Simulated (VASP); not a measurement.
# BN (P6_3mc) in VASP: notebook, part 2 of 3

VASP 6.6.1.

## (3) Single point, r2SCAN (volume scaled by 1.06, then relaxed in part)

Input file POSCAR:

```
BN
1.0
    2.5938510698      0.0000000000      0.0000000000
   -1.2969255349      2.2463409201      0.0000000000
    0.0000000000      0.0000000000      4.2903031625
B N
2 2
Direct
    0.6666666667      0.3333333333      1.0000618429
    0.3333333333      0.6666666667      0.5000618429
    0.6666666667      0.3333333333      0.6249381571
    0.3333333333      0.6666666667      0.1249381571
```

Input file INCAR.step1:

```
ALGO = Normal ; EDIFF = 1E-4
ENCUT = 520 ; GGA = PE
ISMEAR = 0 ; LASPH = True
LCHARG = False ; LREAL = False
LWAVE = True ; NBANDS = 16
NELM = 60 ; PREC = Accurate
SIGMA = 0.02
```

Input file INCAR.step2:

```
ALGO = Normal ; EDIFF = 1E-6
ENCUT = 520 ; ISIF = 2
ISMEAR = 0 ; ISTART = 1
LASPH = True ; LCHARG = True
LELF = True ; LMIXTAU = True
LREAL = False ; LVHAR = True
LWAVE = False ; METAGGA = R2SCAN
NBANDS = 16 ; NELM = 60
PREC = Accurate ; SIGMA = 0.02
```

Input file KPOINTS:

```
k-points
0
Gamma
  12 12 6
```

Potentials or basis: VASP PAW PBE potentials, release 64 (B, N).

Started as:

```console
$ cat potpaw_PBE.64/B/POTCAR potpaw_PBE.64/N/POTCAR > POTCAR
$ cp INCAR.step1 INCAR
$ mpirun -np 1 vasp_std > vasp.out
$ cp INCAR.step2 INCAR
$ mpirun -np 1 vasp_std > vasp.out
```

OUTCAR:

```text
EDIFF = 1E-6
   ENCUT = 520
   ISIF = 2
   ISMEAR = 0
   ISTART = 1
   LASPH = True
   LREAL = False
   METAGGA = R2SCAN
   NELM = 60
   PREC = Accurate

 ion  position               nearest neighbor table
   1  0.667  0.333  0.000-   4 1.59   4 1.59   4 1.59   3 1.61
   2  0.333  0.667  0.500-   3 1.59   3 1.59   3 1.59   4 1.61
   3  0.667  0.333  0.625-   2 1.59   2 1.59   2 1.59   1 1.61
   4  0.333  0.667  0.125-   1 1.59   1 1.59   1 1.59   2 1.61

  LATTYP: Found a hexagonal cell.
 ALAT       =     2.5938510698
 C/A-ratio  =     1.6540283336

  Lattice vectors:

 A1 = (   2.5938510698,   0.0000000000,   0.0000000000)
 A2 = (  -1.2969255349,   2.2463409201,   0.0000000000)
 A3 = (   0.0000000000,   0.0000000000,   4.2903031625)

Analysis of symmetry for initial positions (statically):
=====================================================================
 Subroutine PRICEL returns:
 Original cell was already a primitive cell.

 Routine SETGRP: Setting up the symmetry group for a
 hexagonal supercell.

 Subroutine GETGRP returns: Found 12 space group operations
 (whereof  6 operations were pure point group operations)
 out of a pool of 24 trial point group operations.

The static configuration has the point symmetry C_3v.
 The point group associated with its full space group is C_6v.

Analysis of symmetry for dynamics (positions and initial velocities):
=====================================================================
 Subroutine PRICEL returns:
 Original cell was already a primitive cell.

 Routine SETGRP: Setting up the symmetry group for a
 hexagonal supercell.

 Subroutine GETGRP returns: Found 12 space group operations
 (whereof  6 operations were pure point group operations)
 out of a pool of 24 trial point group operations.

The dynamic configuration has the point symmetry C_3v.
 The point group associated with its full space group is C_6v.

 Subroutine INISYM returns: Found 12 space group operations
 (whereof  6 operations are pure point group operations),
 and found     1 'primitive' translations

----------------------------------------------------------------------------------------

                                     Primitive cell

  volume of cell :      24.9982

  direct lattice vectors                    reciprocal lattice vectors
     2.593851070  0.000000000  0.000000000     0.385527146  0.222584202  0.000000000
    -1.296925535  2.246340920  0.000000000     0.000000000  0.445168403  0.000000000
     0.000000000  0.000000000  4.290303162     0.000000000  0.000000000  0.233083762

  length of vectors
     2.593851070  2.593851070  4.290303162     0.445168403  0.445168403  0.233083762

  position of ions in fractional coordinates (direct lattice)
     0.666666667  0.333333333  0.000061843
     0.333333333  0.666666667  0.500061843
     0.666666667  0.333333333  0.624938157
     0.333333333  0.666666667  0.124938157

  ion indices of the primitive-cell ions
   primitive index   ion index
                 1           1
                 2           2
                 3           3
                 4           4

----------------------------------------------------------------------------------------

 KPOINTS: k-points

Automatic generation of k-mesh.
 Grid dimensions read from file:
 generate k-points for:   12   12    6

 Generating k-lattice:

  Cartesian coordinates                     Fractional coordinates (reciprocal lattice)
     0.032127262  0.018548683  0.000000000     0.083333333  0.000000000  0.000000000
     0.000000000  0.037097367  0.000000000     0.000000000  0.083333333  0.000000000
     0.000000000  0.000000000  0.038847294     0.000000000  0.000000000  0.166666667

  Length of vectors
     0.037097367  0.037097367  0.038847294

  Shift w.r.t. Gamma in fractional coordinates (k-lattice)
     0.000000000  0.000000000  0.000000000

 Subroutine IBZKPT returns following result:
 ===========================================

 Found     76 irreducible k-points:

 Following reciprocal coordinates:
            Coordinates               Weight
  0.000000  0.000000  0.000000      1.000000
  0.083333 -0.000000  0.000000      6.000000
  0.166667 -0.000000  0.000000      6.000000
  0.250000 -0.000000  0.000000      6.000000
  0.333333 -0.000000  0.000000      6.000000
  0.416667 -0.000000  0.000000      6.000000
[... 16 lines left out ...]
  0.250000 -0.000000  0.166667     12.000000
  0.333333 -0.000000  0.166667     12.000000
 [... further k-points ...]
   k-points           NKPTS =     76   k-points in BZ     NKDIM =     76   number of bands    NBANDS=     16
   number of dos      NEDOS =    301   number of ions     NIONS =      4
   total plane-waves  NPLWV =  12800
   dimension x,y,z NGX =    20 NGY =   20 NGZ =   32
   dimension x,y,z NGXF=    40 NGYF=   40 NGZF=   64
   ions per type =               2   2
   NGX,Y,Z   is equivalent  to a cutoff of  12.82, 12.82, 12.40 a.u.
   NGXF,Y,Z  is equivalent  to a cutoff of  25.64, 25.64, 24.80 a.u.
 SYSTEM =  unknown system
   PREC   = accura    normal or accurate (medium, high low for compatibility)
   ISTART =      1    job   : 0-new  1-cont  2-samecut
   ICHARG =      0    charge: 1-file 2-atom 10-const
   ISPIN  =      1    spin polarized calculation?
   LNONCOLLINEAR =      F non collinear calculations
   LSORBIT =      F    spin-orbit coupling
   LASPH  =      T    aspherical Exc in radial PAW
   ENCUT  =  520.0 eV  38.22 Ry    6.18 a.u.   4.82  4.82  7.98*2*pi/ulx,y,z
   NELM   =     60;   NELMIN=  2; NELMDL=  0     # of ELM steps
   EDIFF  = 0.1E-05   stopping-criterion for ELM
   LREAL  =      F    real-space projection
   EDIFFG = 0.1E-04   stopping-criterion for IOM
   NSW    =      0    number of steps for IOM
   IBRION =     -1    ionic relax: 0-MD 1-quasi-New 2-CG
   NFREE  =      0    steps in history (QN), initial steepest desc. (CG)
   ISIF   =      2    stress and relaxation
   ISYM   =      2    0-nonsym 1-usesym 2-fastsym
   POTIM  = 0.5000    time-step for ionic-motion
   TEBEG  =    0.0;   TEEND  =   0.0 temperature during run
   PSTRESS=    0.0 pullay stress
   NELECT =      16.0000    total number of electrons
   NUPDOWN=      -1.0000    fix difference up-down
   EMIN   =  10.00;   EMAX   =-10.00  energy-range for DOS
   EFERMI =   0.00;   METHOD = LEGACY
   ISMEAR =     0;   SIGMA  =   0.02  broadening in eV -4-tet -1-fermi 0-gaus
   EFERMI_NEDOS =   21; number of points for ismear=-14 and -15
   IALGO  =     38    algorithm
   IMIX   =      4    mixing-type and parameters
     AMIX     =   0.40;   BMIX     =  1.00
     AMIX_MAG =   1.60;   BMIX_MAG =  1.00
  volume/ion in A,a.u.               =       6.25        42.17
  Fermi-wavevector in a.u.,A,eV,Ry     =   1.410843  2.666106 27.082086  1.990477
  Thomas-Fermi vector in A             =   2.532755
   LORBIT       =      0    0 simple, 1 ext, 2 COOP (PROOUT), +10 PAW based schemes
   METAGGA = R2SCAN    functional components
   LHFCALC =     F    Hartree Fock is set to
   AEXX    =    0.0000 exact exchange contribution
   IVDW    =     0    specifies the selected vdW correction
   LEPSILON=     F    determine dielectric tensor
   LRPA    =     F    only Hartree local field effects (RPA)
 non-spin polarized calculation
 Gauss-broadening in eV      SIGMA  =   0.02
  energy-cutoff  :      520.00
  volume of cell :       25.00
 maximum number of plane-waves:       699
 NGX is ok and might be reduce to    20
   NGX =  9   NGY =  9   NGZ = 15

 number of electron      16.0000000 magnetization

 Free energy of the ion-electron system (eV)
  ---------------------------------------------------
  ext. energy  EPLUGINS =         0.00000000
  ---------------------------------------------------
  free energy    TOTEN  =       -38.18385592 eV

  energy without entropy =      -38.18385592  energy(sigma->0) =      -38.18385592

 E-fermi :   6.8901     XC(G=0): -13.3392

 val. band max:        6.7019836926   @ k =   0.0000   0.0000   0.0000
 cond. band min:      12.5264296041   @ k =   0.3333   0.3333   0.0000
 fundamental gap:      5.8244459116
 Fermi energy:         6.8901291058

 k-point     1 :       0.0000    0.0000    0.0000
  band No.  band energies     occupation
      1     -14.1050      2.00000
      2     -10.1381      2.00000
      3      -4.0567      2.00000
      4       4.6233      2.00000
      5       4.6233      2.00000
      6       6.4855      2.00000
[... 433 lines left out ...]
      3      -2.0527      2.00000
      4      -0.5770      2.00000
      5       0.6763      2.00000
      6       2.4922      2.00000
[... 8 lines left out ...]
     15      23.1850      0.00000
     16      23.3130      0.00000

 [... further k-points ...]
[... 5 lines left out ...]
  --------------------------------------------------------------------------------------
  -------------------------------------------------------------------------------------
  Total       -3.0529049     -3.0529049     -3.0690153     -0.0000000      0.0000000      0.0000000
  in kB     -195.6659113   -195.6659113   -196.6984542     -0.0000000      0.0000000      0.0000000
  external PRESSURE =    -196.0100922 kB  Pullay stress =       0.0000000 kB

 VOLUME and BASIS-vectors are now :
 -----------------------------------------------------------------------------
  energy-cutoff  :      520.00
  volume of cell :       25.00
      direct lattice vectors                 reciprocal lattice vectors
     2.593851070  0.000000000  0.000000000     0.385527146  0.222584202  0.000000000
    -1.296925535  2.246340920  0.000000000     0.000000000  0.445168403  0.000000000
     0.000000000  0.000000000  4.290303162     0.000000000  0.000000000  0.233083762

 POSITION                                       TOTAL-FORCE (eV/Angst)
 -----------------------------------------------------------------------------------
      1.29693      0.74878      0.00027        -0.000000     -0.000000     -0.005739
     -0.00000      1.49756      2.14542        -0.000000      0.000000     -0.005739
      1.29693      0.74878      2.68117         0.000000      0.000000      0.005739
     -0.00000      1.49756      0.53602        -0.000000     -0.000000      0.005739
 -----------------------------------------------------------------------------------
    total drift:                               -0.000000     -0.000000      0.002285

  FREE ENERGIE OF THE ION-ELECTRON SYSTEM (eV)
  ---------------------------------------------------
  free  energy   TOTEN  =       -38.1838559231 eV

  energy  without entropy=      -38.1838559231  energy(sigma->0) =      -38.18385592
```

It took 80 s on 1 thread of Intel Xeon 6975P-C (Granite Rapids), shared host; peak memory 0.15 GiB.

What came out:

```yaml
Free_energy: -38.1839 eV
Pressure: -19.6 GPa
Largest_force: 0.006 eV/Å
Band_gap_on_the_k_mesh: 5.82 eV, indirect (least direct gap 8.68 eV)
```

Forces in eV/Å, atoms in the order of the input:
```
B    0.000  0.000 -0.006
B    0.000  0.000 -0.006
N    0.000  0.000  0.006
N    0.000  0.000  0.006
```

Stress tensor (GPa, compression positive):
```
-19.57   0.00   0.00
  0.00 -19.57   0.00
  0.00   0.00 -19.67
```

Caveat: the PAW data sets were made with another functional, which shifts forces and pressure a little. A k mesh can miss the band edges.

## (4) Single point, r2SCAN (volume scaled by 1.10, then relaxed in part)

Input file POSCAR:

```
BN
1.0
    2.6261011790      0.0000000000      0.0000000000
   -1.3130505895      2.2742703339      0.0000000000
    0.0000000000      0.0000000000      4.3435213998
B N
2 2
Direct
    0.6666666667      0.3333333333      1.0002132349
    0.3333333333      0.6666666667      0.5002132349
    0.6666666667      0.3333333333      0.6247867651
    0.3333333333      0.6666666667      0.1247867651
```

Input file INCAR.step1:

```
ALGO = Normal ; EDIFF = 1E-4
ENCUT = 520 ; GGA = PE
ISMEAR = 0 ; LASPH = T
LCHARG = F ; LREAL = F
LWAVE = T ; NBANDS = 16
NELM = 100 ; PREC = Accurate
SIGMA = 0.02
```

Input file INCAR.step2:

```
ALGO = Normal ; EDIFF = 1E-7
ENCUT = 520 ; ISIF = 2
ISMEAR = 0 ; ISTART = 1
LASPH = T ; LCHARG = F
LMIXTAU = T ; LREAL = F
LWAVE = F ; METAGGA = R2SCAN
NBANDS = 16 ; NELM = 100
PREC = Accurate ; SIGMA = 0.02
```

KPOINTS is that of step 3.

Potentials or basis: VASP PAW PBE potentials, release 64 (B, N).

Started as:

```console
$ cat potpaw_PBE.64/B/POTCAR potpaw_PBE.64/N/POTCAR > POTCAR
$ cp INCAR.step1 INCAR
$ mpirun -np 1 vasp_std > vasp.out
$ cp INCAR.step2 INCAR
$ mpirun -np 1 vasp_std > vasp.out
```

OUTCAR:

```text
EDIFF = 1E-7
   ENCUT = 520
   ISIF = 2
   ISMEAR = 0
   ISTART = 1
   LASPH = T
   LREAL = F
   METAGGA = R2SCAN
   NELM = 100
   PREC = Accurate

 ion  position               nearest neighbor table
   1  0.667  0.333  0.000-   4 1.61   4 1.61   4 1.61   3 1.63
   2  0.333  0.667  0.500-   3 1.61   3 1.61   3 1.61   4 1.63
   3  0.667  0.333  0.625-   2 1.61   2 1.61   2 1.61   1 1.63
   4  0.333  0.667  0.125-   1 1.61   1 1.61   1 1.61   2 1.63

  LATTYP: Found a hexagonal cell.
 ALAT       =     2.6261011790
 C/A-ratio  =     1.6539809793

  Lattice vectors:

 A1 = (   2.6261011790,   0.0000000000,   0.0000000000)
 A2 = (  -1.3130505895,   2.2742703339,   0.0000000000)
 A3 = (   0.0000000000,   0.0000000000,   4.3435213998)

Analysis of symmetry for initial positions (statically):
=====================================================================
 Subroutine PRICEL returns:
 Original cell was already a primitive cell.

 Routine SETGRP: Setting up the symmetry group for a
 hexagonal supercell.

[... 168 lines left out ...]
  ---------------------------------------------------
  free energy    TOTEN  =       -38.03763971 eV

  energy without entropy =      -38.03763971  energy(sigma->0) =      -38.03763971

 E-fermi :   6.3552     XC(G=0): -13.1477

 val. band max:        6.2600675183   @ k =   0.0000   0.0000   0.0000
 cond. band min:      12.1392249800   @ k =   0.3333   0.3333   0.0000
 fundamental gap:      5.8791574617
 Fermi energy:         6.3551708970

 k-point     1 :       0.0000    0.0000    0.0000
  band No.  band energies     occupation
      1     -14.1290      2.00000
      2     -10.3306      2.00000
      3      -4.1503      2.00000
      4       4.2608      2.00000
      5       4.2608      2.00000
      6       6.0739      2.00000
[... 433 lines left out ...]
      3      -2.2389      2.00000
      4      -0.7805      2.00000
      5       0.3797      2.00000
      6       2.2094      2.00000
[... 8 lines left out ...]
     15      22.2809      0.00000
     16      22.3273      0.00000

 [... further k-points ...]
[... 5 lines left out ...]
  --------------------------------------------------------------------------------------
  -------------------------------------------------------------------------------------
  Total       -4.9448550     -4.9448550     -4.9431702      0.0000000      0.0000000      0.0000000
  in kB     -305.3997243   -305.3997243   -305.2956681      0.0000000      0.0000000      0.0000000
  external PRESSURE =    -305.3650389 kB  Pullay stress =       0.0000000 kB

 VOLUME and BASIS-vectors are now :
 -----------------------------------------------------------------------------
  energy-cutoff  :      520.00
  volume of cell :       25.94
      direct lattice vectors                 reciprocal lattice vectors
     2.626101179  0.000000000  0.000000000     0.380792640  0.219850733  0.000000000
    -1.313050589  2.274270334  0.000000000     0.000000000  0.439701466  0.000000000
     0.000000000  0.000000000  4.343521400     0.000000000  0.000000000  0.230227944

 POSITION                                       TOTAL-FORCE (eV/Angst)
 -----------------------------------------------------------------------------------
      1.31305      0.75809      0.00093         0.000000      0.000000     -0.001480
     -0.00000      1.51618      2.17269        -0.000000      0.000000     -0.001480
      1.31305      0.75809      2.71377         0.000000     -0.000000      0.001480
     -0.00000      1.51618      0.54201        -0.000000      0.000000      0.001480
 -----------------------------------------------------------------------------------
    total drift:                               -0.000000     -0.000000      0.002210

  FREE ENERGIE OF THE ION-ELECTRON SYSTEM (eV)
  ---------------------------------------------------
  free  energy   TOTEN  =       -38.0376397104 eV

  energy  without entropy=      -38.0376397104  energy(sigma->0) =      -38.03763971
```

OUTCAR.step1:

```text
EDIFF = 1E-4
   ENCUT = 520
   GGA = PE
   ISMEAR = 0
[... 688 lines left out ...]
      1.31305      0.75809      0.00093        -0.000000      0.000000     -0.007996
     -0.00000      1.51618      2.17269         0.000000     -0.000000     -0.007996
      1.31305      0.75809      2.71377         0.000000      0.000000      0.007996
     -0.00000      1.51618      0.54201        -0.000000      0.000000      0.007996
 -----------------------------------------------------------------------------------
    total drift:                               -0.000000     -0.000000      0.000260

  FREE ENERGIE OF THE ION-ELECTRON SYSTEM (eV)
  ---------------------------------------------------
  free  energy   TOTEN  =       -34.6555789014 eV

  energy  without entropy=      -34.6555789014  energy(sigma->0) =      -34.65557890
```

Wall time 95 s (1 thread of Intel Xeon 6975P-C (Granite Rapids), shared host); peak memory 0.15 GiB.

What came out:

```
Free energy            : -38.0376 eV
Pressure               : -30.5 GPa
Band gap on the k mesh : 5.88 eV, indirect (least direct gap 8.48 eV)
```

Levels at points of the mesh, in eV from the valence-band top:
```tsv
k point	band 4	band 5	band 6	band 7	band 8	band 9	band 10	band 11	band 12	band 13
(0.00, 0.00, 0.00)	-2.00	-2.00	-0.19	0.00	0.00	8.64	8.69	8.69	9.04	10.16
(0.50, 0.00, 0.00)	-7.61	-6.62	-4.71	-4.03	-2.01	6.93	8.30	10.92	11.17	12.89
(0.00, 0.00, 0.50)	-5.54	-1.10	-1.10	-1.10	-1.10	9.31	9.31	10.17	10.17	10.17
(0.50, 0.00, 0.50)	-9.64	-3.56	-3.56	-3.38	-3.38	6.82	6.82	10.04	10.04	14.40
```

Caveat: the PAW data sets were made with another functional, which shifts forces and pressure a little. A k mesh can miss the band edges.

[end of part 2 of 3]
